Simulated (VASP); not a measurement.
ZnO, 4 atoms in the cell. Symmetry: P6_3mc, No. 186, hexagonal system. The conventional cell has a = 3.171 Å, b = 3.171 Å, c = 5.107 Å, α = 90.00°, β = 90.00°, γ = 120.00°. Zn (site symmetry 3m) has 4 O at 1.93 to 1.94 Å within 2.6 Å. Within 2.6 Å of O (site symmetry 3m) lie 4 Zn at 1.93 to 1.94 Å.  This cell differs from its parent crystal: strain -2.0%.

| Quantity | Value |
| --- | --- |
| Program | VASP 6.6.1 |
| Task | single point |
| Functional | PBE |
| Potentials or basis | VASP PAW PBE potentials, release 64 (Zn, O) |
| Cutoff | 520 eV |
| k mesh | 12 × 12 × 6 |
| Occupations | fermi-dirac, width 0.02 eV |
| Spin | no spin polarisation |
| Dipole correction | no |
| Further INCAR settings | ALGO = Normal; EDIFF = 1e-06; NBANDS = 26 |

Potentials or basis: VASP PAW PBE potentials, release 64 (Zn, O).

Run with:

```sh
$ cat potpaw_PBE.64/Zn/POTCAR potpaw_PBE.64/O/POTCAR > POTCAR
$ mpirun -np 1 vasp_std > vasp.out
```

Hardware: 1 thread of AMD EPYC 7R43 64-Core Processor (Zen 3) (shared host).

How long does it take, and how much memory?

Wall time 2.3 min on 1 thread of AMD EPYC 7R43 64-Core Processor (Zen 3), on a shared host, peak memory 0.16 GiB. Counts: scf iterations 15, k points 76.
